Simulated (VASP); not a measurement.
# BaCINO (Pnma) in VASP: single point with PBE

Aim: the single point of BaCINO with PBE.

All numbers are computed with VASP 6.6.1; they aren't measurements. Logs are shortened: lines on timing, memory, paths and dates and some standing lists are left out, and cuts for length are marked.

## (1) The cell of the first run

The structure is orthorhombic, space group Pnma (No. 62). Conventional cell: a = 8.545 Å, b = 4.746 Å, c = 11.601 Å, α = 90.00°, β = 90.00°, γ = 90.00°. Ba (site symmetry m) has 2 O at 2.77 to 2.83 Å and 2 N at 2.79 Å and 4 C at 3.52 to 3.62 Å and 5 I at 3.61 to 3.69 Å within 3.7 Å. C (site symmetry m) has 1 N at 1.19 Å and 1 O at 1.22 Å within 1.6 Å. Within 5.3 Å of I (site symmetry m) lie 7 C at 3.59 to 5.01 Å and 5 Ba at 3.61 to 3.69 Å and 5 N at 3.66 to 5.07 Å and 5 O at 3.66 to 5.22 Å and 6 I at 4.38 to 4.94 Å. N (site symmetry m) has 1 C at 1.19 Å within 1.6 Å. O (site symmetry m) has 1 C at 1.22 Å within 1.6 Å.

## (2) Single point, PBE

Input file INCAR:

```
SYSTEM = BaCINO
PREC = Accurate
ENCUT = 520
EDIFF = 1E-7
ISMEAR = -1
SIGMA = 0.02
LREAL = Auto
LASPH = .TRUE.
NELM = 100
ALGO = Normal
ISIF = 2
LWAVE = .FALSE.
LCHARG = .FALSE.
GGA = PE
NBANDS = 80
```

Input file KPOINTS:

```
Automatic mesh
0
G
  3 5 2
  0 0 0
```

Input file POSCAR:

```
BaCINO
1.0
    8.5452400000      0.0000000000      0.0000000000
    0.0000000000      4.7462200000      0.0000000000
    0.0000000000      0.0000000000     11.6013300000
Ba C I N O
4 4 4 4 4
Direct
    0.7691893440      0.7500000000      0.6508324077
    0.7308106560      0.2500000000      0.1508324077
    0.2691893440      0.7500000000      0.8491675923
    0.2308106560      0.2500000000      0.3491675923
    0.6184974373      0.2500000000      0.4513339884
    0.8815025627      0.7500000000      0.9513339884
    0.1184974373      0.2500000000      0.0486660116
    0.3815025627      0.7500000000      0.5486660116
    0.0932026585      0.2500000000      0.6430700835
    0.4067973415      0.7500000000      0.1430700835
    0.5932026585      0.2500000000      0.8569299165
    0.9067973415      0.7500000000      0.3569299165
    0.3285536483      0.7500000000      0.4535169798
    0.1714463517      0.2500000000      0.9535169798
    0.8285536483      0.7500000000      0.0464830202
    0.6714463517      0.2500000000      0.5464830202
    0.4375820875      0.7500000000      0.6453577971
    0.0624179125      0.2500000000      0.1453577971
    0.9375820875      0.7500000000      0.8546422029
    0.5624179125      0.2500000000      0.3546422029
```

Potentials or basis: VASP PAW PBE potentials, release 64 (Ba_sv, C, I, N, O).

On the command line:

```
$ cat potpaw_PBE.64/Ba_sv/POTCAR potpaw_PBE.64/C/POTCAR potpaw_PBE.64/I/POTCAR potpaw_PBE.64/N/POTCAR potpaw_PBE.64/O/POTCAR > POTCAR
$ mpirun -np 1 vasp_std > vasp.out
```

OUTCAR:

```text
SYSTEM = BaCINO
   PREC = Accurate
   ENCUT = 520
   EDIFF = 1E-7
   ISMEAR = -1
   LREAL = Auto
   LASPH = .TRUE.
   NELM = 100
   ISIF = 2
   GGA = PE

 ion  position               nearest neighbor table
   1  0.769  0.750  0.651-  19 2.77  16 2.79  16 2.79  17 2.83  12 3.61   9 3.65   9 3.65  11 3.69
                            11 3.69
   2  0.731  0.250  0.151-  20 2.77  15 2.79  15 2.79  18 2.83  11 3.61  10 3.65  10 3.65  12 3.69
                            12 3.69
   3  0.269  0.750  0.849-  17 2.77  14 2.79  14 2.79  19 2.83  10 3.61  11 3.65  11 3.65   9 3.69
                             9 3.69
   4  0.231  0.250  0.349-  18 2.77  13 2.79  13 2.79  20 2.83   9 3.61  12 3.65  12 3.65  10 3.69
                            10 3.69
   5  0.618  0.250  0.451-  16 1.19  20 1.22
   6  0.882  0.750  0.951-  15 1.19  19 1.22
   7  0.118  0.250  0.049-  14 1.19  18 1.22
   8  0.382  0.750  0.549-  13 1.19  17 1.22
   9  0.093  0.250  0.643-   4 3.61   1 3.65   1 3.65   3 3.69   3 3.69
  10  0.407  0.750  0.143-   3 3.61   2 3.65   2 3.65   4 3.69   4 3.69
  11  0.593  0.250  0.857-   2 3.61   3 3.65   3 3.65   1 3.69   1 3.69
  12  0.907  0.750  0.357-   1 3.61   4 3.65   4 3.65   2 3.69   2 3.69
  13  0.329  0.750  0.454-   8 1.19   4 2.79   4 2.79
  14  0.171  0.250  0.954-   7 1.19   3 2.79   3 2.79
  15  0.829  0.750  0.046-   6 1.19   2 2.79   2 2.79
  16  0.671  0.250  0.546-   5 1.19   1 2.79   1 2.79
  17  0.438  0.750  0.645-   8 1.22   3 2.77   1 2.83
  18  0.062  0.250  0.145-   7 1.22   4 2.77   2 2.83
  19  0.938  0.750  0.855-   6 1.22   1 2.77   3 2.83
  20  0.562  0.250  0.355-   5 1.22   2 2.77   4 2.83

  LATTYP: Found a simple orthorhombic cell.
 ALAT       =     4.7462200000
 B/A-ratio  =     1.8004306585
 C/A-ratio  =     2.4443304356

  Lattice vectors:

 A1 = (   0.0000000000,  -4.7462200000,   0.0000000000)
 A2 = (   8.5452400000,   0.0000000000,   0.0000000000)
 A3 = (   0.0000000000,   0.0000000000,  11.6013300000)

Analysis of symmetry for initial positions (statically):
=====================================================================
 Subroutine PRICEL returns:
 Original cell was already a primitive cell.

 Routine SETGRP: Setting up the symmetry group for a
 simple orthorhombic supercell.

 Subroutine GETGRP returns: Found  8 space group operations
 (whereof  2 operations were pure point group operations)
 out of a pool of  8 trial point group operations.

The static configuration has the point symmetry S_2 .
 The point group associated with its full space group is D_2h.

Analysis of symmetry for dynamics (positions and initial velocities):
=====================================================================
[... 143 lines left out ...]
   TEBEG  =    0.0;   TEEND  =   0.0 temperature during run
   PSTRESS=    0.0 pullay stress
   NELECT =     128.0000    total number of electrons
   NUPDOWN=      -1.0000    fix difference up-down
   EMIN   =  10.00;   EMAX   =-10.00  energy-range for DOS
   EFERMI =   0.00;   METHOD = LEGACY
   ISMEAR =    -1;   SIGMA  =   0.02  broadening in eV -4-tet -1-fermi 0-gaus
   EFERMI_NEDOS =   21; number of points for ismear=-14 and -15
   IALGO  =     38    algorithm
   IMIX   =      4    mixing-type and parameters
     AMIX     =   0.40;   BMIX     =  1.00
     AMIX_MAG =   1.60;   BMIX_MAG =  1.00
  volume/ion in A,a.u.               =      23.53       158.76
  Fermi-wavevector in a.u.,A,eV,Ry     =   1.060763  2.004551 15.309510  1.125217
  Thomas-Fermi vector in A             =   2.196155
   LORBIT       =      0    0 simple, 1 ext, 2 COOP (PROOUT), +10 PAW based schemes
   GGA     = PE    functional components
   LHFCALC =     F    Hartree Fock is set to
   AEXX    =    0.0000 exact exchange contribution
   IVDW    =     0    specifies the selected vdW correction
   LEPSILON=     F    determine dielectric tensor
   LRPA    =     F    only Hartree local field effects (RPA)
 non-spin polarized calculation
  energy-cutoff  :      520.00
  volume of cell :      470.52
 maximum number of plane-waves:     12692
 NGX is ok and might be reduce to    64
   NGX = 31   NGY = 17   NGZ = 43

 number of electron     127.9999983 magnetization

 Free energy of the ion-electron system (eV)
  ---------------------------------------------------
  ext. energy  EPLUGINS =         0.00000000
  ---------------------------------------------------
  free energy    TOTEN  =      -130.72412391 eV

  energy without entropy =     -130.72412391  energy(sigma->0) =     -130.72412391

 E-fermi :   1.4724     XC(G=0):  -8.5123

 val. band max:        0.9745207771   @ k =   0.0000   0.0000   0.0000
 cond. band min:       5.5395238478   @ k =   0.0000   0.0000   0.0000
 fundamental gap:      4.5650030707
 Fermi energy:         1.4724156688

 k-point     1 :       0.0000    0.0000    0.0000
  band No.  band energies     occupation
      1     -24.8675      2.00000
      2     -24.8646      2.00000
      3     -24.8528      2.00000
      4     -24.8524      2.00000
      5     -20.3856      2.00000
      6     -20.3556      2.00000
[... 937 lines left out ...]
     75       6.9462      0.00000
     76       6.9463      0.00000
 [bands above 76 left out]

------------------------ aborting loop because EDIFF is reached ----------------------------------------

  FORCE on cell =-STRESS in cart. coord.  units (eV):
  Direction    XX          YY          ZZ          XY          YZ          ZX
  --------------------------------------------------------------------------------------
  -------------------------------------------------------------------------------------
  Total        5.1517746      2.8260787      9.4204696      0.0000000      0.0000000      0.0000000
  in kB       17.5423400      9.6230983     32.0777002      0.0000000      0.0000000      0.0000000
  external PRESSURE =      19.7477129 kB  Pullay stress =       0.0000000 kB

 VOLUME and BASIS-vectors are now :
 -----------------------------------------------------------------------------
  energy-cutoff  :      520.00
  volume of cell :      470.52
      direct lattice vectors                 reciprocal lattice vectors
     8.545240000  0.000000000  0.000000000     0.117024215  0.000000000  0.000000000
     0.000000000  4.746220000  0.000000000     0.000000000  0.210693984  0.000000000
     0.000000000  0.000000000 11.601330000     0.000000000  0.000000000  0.086197014

 POSITION                                       TOTAL-FORCE (eV/Angst)
 -----------------------------------------------------------------------------------
      6.57291      3.55966      7.55052         0.033580     -0.000000      0.023512
      6.24495      1.18656      1.74986        -0.033580     -0.000000      0.023512
      2.30029      3.55966      9.85147         0.033580     -0.000000     -0.023512
      1.97233      1.18656      4.05081        -0.033580      0.000000     -0.023512
      5.28521      1.18656      5.23607         0.079048      0.000000      0.175764
      7.53265      3.55966     11.03674        -0.079048     -0.000000      0.175764
[... 12 lines left out ...]
      8.01186      3.55966      9.91499         0.143479     -0.000000     -0.330672
      4.80600      1.18656      4.11432        -0.143479     -0.000000     -0.330672
 -----------------------------------------------------------------------------------
    total drift:                               -0.000000     -0.000000     -0.000000

  FREE ENERGIE OF THE ION-ELECTRON SYSTEM (eV)
  ---------------------------------------------------
  free  energy   TOTEN  =      -130.7241239082 eV

  energy  without entropy=     -130.7241239082  energy(sigma->0) =     -130.72412391
```

Wall time 9.7 min (1 thread of AMD EPYC 9R45 (Zen 5), shared host); peak memory 0.62 GiB.

What came out:

| Property | Result |
| --- | --- |
| Free energy | -130.7241 eV |
| Pressure | 2.0 GPa |
| Largest force | 0.360 eV/Å |
| Band gap on the k mesh | 4.57 eV |

Forces on the atoms (eV/Å):
```
Ba   0.034  0.000  0.024
Ba  -0.034  0.000  0.024
Ba   0.034  0.000 -0.024
Ba  -0.034  0.000 -0.024
C    0.079  0.000  0.176
C   -0.079  0.000  0.176
C    0.079  0.000 -0.176
C   -0.079  0.000 -0.176
I    0.009  0.000 -0.004
I   -0.009  0.000 -0.004
I    0.009  0.000  0.004
I   -0.009  0.000  0.004
N   -0.043  0.000 -0.132
N    0.043  0.000 -0.132
N   -0.043  0.000  0.132
N    0.043  0.000  0.132
O    0.143  0.000  0.331
O   -0.143  0.000  0.331
O    0.143  0.000 -0.331
O   -0.143  0.000 -0.331
```

Caveat: spin-orbit coupling is left out, which moves the levels of the heavy elements; an odd mesh through Γ misses points on the zone boundary, where band edges can lie.
